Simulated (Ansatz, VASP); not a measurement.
Given: the input of a run of VASP 6.6.1 on ZrB2.

The input INCAR:

```
ALGO = Normal
EDIFF = 1E-6
ENCUT = 520
GGA = CA
ISIF = 2
ISMEAR = -1
LASPH = True
LCHARG = False
LREAL = False
LWAVE = False
NBANDS = 16
NELM = 60
PREC = Accurate
SIGMA = 0.05
```

File KPOINTS:

```
k-points
0
Gamma
  10 10 8
```

The input POSCAR:

```
ZrB2
1.0
    3.1909939893      0.0000000000      0.0000000000
   -1.5954969947      2.7634818581      0.0000000000
    0.0000000000      0.0000000000      3.5563980329
Zr B
1 2
Direct
    0.0000000000      0.0000000000      0.0000000000
    0.6666666667      0.3333333333      0.5000000000
    0.3333333333      0.6666666667      0.5000000000
```

Potentials or basis: VASP PAW LDA potentials, release 64 (Zr_sv, B).

Launch:

```sh
$ cat potpaw_LDA.64/Zr_sv/POTCAR potpaw_LDA.64/B/POTCAR > POTCAR
$ mpirun -np 1 vasp_std > vasp.out
```

Q: Translate it to Ansatz 0.2.0. Potentials there: all-electron LAPW, scalar-relativistic.

A: As run (the cutoff follows the program's own potentials):

Contents of input.yaml:

```yaml
crystal:
  lattice:
    - [3.1909939893, 0.0, 0.0]
    - [-1.5954969947, 2.7634818581, 0.0]
    - [0.0, 0.0, 3.5563980329]
  atoms:
    - { symbol: Zr, position: [0.0, 0.0, 0.0] }
    - { symbol: B, position: [0.6666666667, 0.3333333333, 0.5] }
    - { symbol: B, position: [0.3333333333, 0.6666666667, 0.5] }
kpoints:
  mp_grid: { grid: [10, 10, 8] }
scf:
  occupations: { method: fermi_dirac, width: 0.05 }
hamiltonian:
  xc: lda
  pseudopotentials: { kind: all_electron, lapw: { basis_error: 0.002 } }
output:
  forces: true
  stress: true
  eigenvalues: true
```

Potentials or basis: all-electron LAPW, scalar-relativistic.

The run is started by

```sh
$ ansatz run input.yaml --threads 2 --pin off --max-ram 8192MiB --backend cpu --events-out ev --progress --plain --runs-dir out
```

Both were run:

|  | VASP | Ansatz | Ansatz less VASP |
| --- | --- | --- | --- |
| gap on the k mesh at the Fermi level (eV) | none | none | - |
| pressure (GPa) | -12.7 | -13.1 | -0.42 |
| traceless stress, the component that is largest in VASP (GPa) | 0.88 | 0.89 | +0.007 |

LDA's correlation is that of Perdew and Zunger in VASP and of Perdew and Wang (1992) in Ansatz. A gap of «none» marks a metal or a gap that the smearing closes. Ansatz ran all-electron here, and VASP with PAW potentials.
